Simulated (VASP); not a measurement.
Input of a VASP 6.6.1 run:

Contents of INCAR:

```
  PREC = Accurate
  ENCUT = 500
  EDIFF = 1E-6
  ISMEAR = 0
  SIGMA = 0.01
  LREAL = F
  LASPH = T
  NELM = 120
  ALGO = Normal
  ISIF = 2
  LWAVE = F
  LCHARG = T
  GGA = PE
  LELF = T
  LVHAR = T
  NBANDS = 11
  GGA_COMPAT = F
```

File KPOINTS:

```
Automatic mesh
0
Gamma
  10 10 10
```

File POSCAR:

```
BP
1.0
    0.0000000000      2.1729089052      2.1729089052
    2.1729089052      0.0000000000      2.1729089052
    2.1729089052      2.1729089052      0.0000000000
B P
1 1
Direct
    0.0000000000      0.0000000000      0.0000000000
    0.2500000000      0.2500000000      0.2500000000
```

Potentials or basis: VASP PAW PBE potentials, release 64 (B, P).

Run with:

```bash
$ cat potpaw_PBE.64/B/POTCAR potpaw_PBE.64/P/POTCAR > POTCAR
$ mpirun -np 1 vasp_std > vasp.out
```

(1) Estimate the band gap on the k mesh.

(2) Predict the pressure.

## Answers

(1) 1.06 eV, indirect (least direct gap 3.63 eV).

(2) 28.2 GPa.
